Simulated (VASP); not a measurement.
# Ti3C2: single point with r2SCAN

Ti3C2:

```xyz
10
Lattice="-3.0640 0.0000 0.0000 -1.5320 -2.6535 0.0000 0.0000 0.0000 14.9685" Properties=species:S:1:pos:R:3 pbc="T T T"
Ti   -1.5320   -0.8845    8.9834
Ti   -3.0640   -1.7690    1.4241
Ti   -3.0640   -1.7690   13.6944
Ti   -1.5320   -0.8845    6.1352
Ti    0.0000    0.0000   11.3389
Ti    0.0000    0.0000    3.7796
C    -3.0640   -1.7690   10.0412
C    -1.5320   -0.8845    2.4819
C    -3.0640   -1.7690    5.0774
C    -1.5320   -0.8845   12.6366
```

This cell differs from its parent crystal: the distance across one plane changed.

```
Program                : VASP 6.6.1
Task                   : single point
Functional             : r2SCAN
Potentials or basis    : VASP PAW PBE potentials, release 64 (Ti_sv, C)
Cutoff                 : 520 eV
k mesh                 : 14 × 14 × 3
Occupations            : gaussian, width 0.15 eV
Spin                   : no spin polarisation
Dipole correction      : no
Further INCAR settings : ALGO = Normal; EDIFF = 1e-06; NBANDS = 55
```

| Item | Value |
| --- | --- |
| Pressure | 1.4 GPa |
| Largest force | 0.314 eV/Å |
| Band gap on the k mesh | zero (bands 44 and 45 overlap by 0.69 eV) |

Forces in eV/Å, atoms in the order of the input:
```
Ti   0.000  0.000 -0.116
Ti   0.000  0.000  0.314
Ti   0.000  0.000 -0.314
Ti   0.000  0.000  0.116
Ti   0.000  0.000 -0.004
Ti   0.000  0.000  0.004
C    0.000  0.000  0.040
C    0.000  0.000  0.104
C    0.000  0.000 -0.040
C    0.000  0.000 -0.104
```

Stress tensor (GPa, compression positive):
```
0.57 0.00 0.00
0.00 0.57 0.00
0.00 0.00 2.91
```

Levels at points of the mesh, in eV from the Fermi level:
| k point | band 42 | band 43 | band 44 | band 45 | band 46 | band 47 |
| --- | --- | --- | --- | --- | --- | --- |
| (0.00, 0.00, 0.00) | -1.80 | 0.28 | 0.44 | 0.44 | 0.60 | 0.60 |
| (0.50, 0.00, 0.00) | -1.68 | -1.54 | -1.35 | 0.31 | 0.60 | 1.94 |

Wall time 15 min on 1 thread of Intel(R) Xeon(R) Platinum 8559C (Emerald Rapids), on a shared host, peak memory 0.4 GiB.

Caveat: the cell differs from its parent crystal (the distance across one plane changed); the PAW data sets were made with another functional, which shifts forces and pressure a little.
